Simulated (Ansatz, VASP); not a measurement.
W: VASP beside Ansatz

```
W
1.0
    -0.96409    1.68111    1.68111
     1.68111   -0.96409    1.68111
     1.68111    1.68111   -0.96409
W
1
Direct
  0.00000 0.00000 0.00000
```

Alike in both runs: task single point; functional PBE; k mesh 22 × 22 × 22; occupations gaussian, width 0.15 eV; no spin polarisation.

|  | VASP | Ansatz |
| --- | --- | --- |
| version | VASP 6.6.1 | Ansatz 0.2.0 |
| potentials or method | VASP PAW PBE potentials, release 64 (W_sv), cutoff 520 eV | scalar-relativistic, plane waves, PAW |
| valence electrons in the cell | 14 | 14 |

|  | VASP | Ansatz | Ansatz less VASP |
| --- | --- | --- | --- |
| gap on the k mesh at the Fermi level (eV) | none | none | - |
| pressure (GPa) | 22.8 | 21.9 | -0.91 |
| traceless stress, the component that is largest in VASP (GPa) | -7.67 | -7.61 | +0.055 |

A gap of «none» marks a metal or a gap that the smearing closes. With one functional, cell and mesh, what is left measures potentials, basis and numerics.

Neither program's run includes spin-orbit coupling.
